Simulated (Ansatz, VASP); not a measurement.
SrO: VASP beside Ansatz

```
Sr O
1.0
     0.00000    2.56630    2.56630
     2.56630    0.00000    2.56630
     2.56630    2.56630    0.00000
Sr O
1 1
Direct
  0.50000 0.50000 0.50000
  0.00000 0.00000 0.00000
```

Alike in both runs: functional PBE-based screened hybrid with a share of 0.25 of exact exchange and HFSCREEN = 0.3; k mesh 5 × 5 × 5; occupations fermi-dirac, width 0.05 eV; no spin polarisation.

|  | VASP | Ansatz |
| --- | --- | --- |
| version | VASP 6.6.1 | Ansatz 0.2.0 |
| potentials or method | VASP PAW PBE potentials, release 64 (Sr_sv, O) | Ansatz PAW |
| plane-wave cutoff (eV) | 520 | 420 |
| valence electrons in the cell | 16 | 16 |
| task | single point | band structure |

|  | VASP | Ansatz | Ansatz less VASP |
| --- | --- | --- | --- |
| gap on the k mesh at the Fermi level (eV) | 4.69 | 4.74 | +0.050 |
| least direct gap on the mesh (eV) | 4.81 | 4.84 | +0.036 |
| pressure (GPa) | 1.8 | 1.2 | -0.57 |

VASP's potentials were made for PBE, not for PBE-based screened hybrid. The functional is the same, so the differences come from potentials, cutoffs and numerics.

The k mesh is coarse, so the values compare programs but aren't converged. Noted on Ansatz's run: the k mesh misses the band edges, so the gap on the mesh is wider than the one along the path.
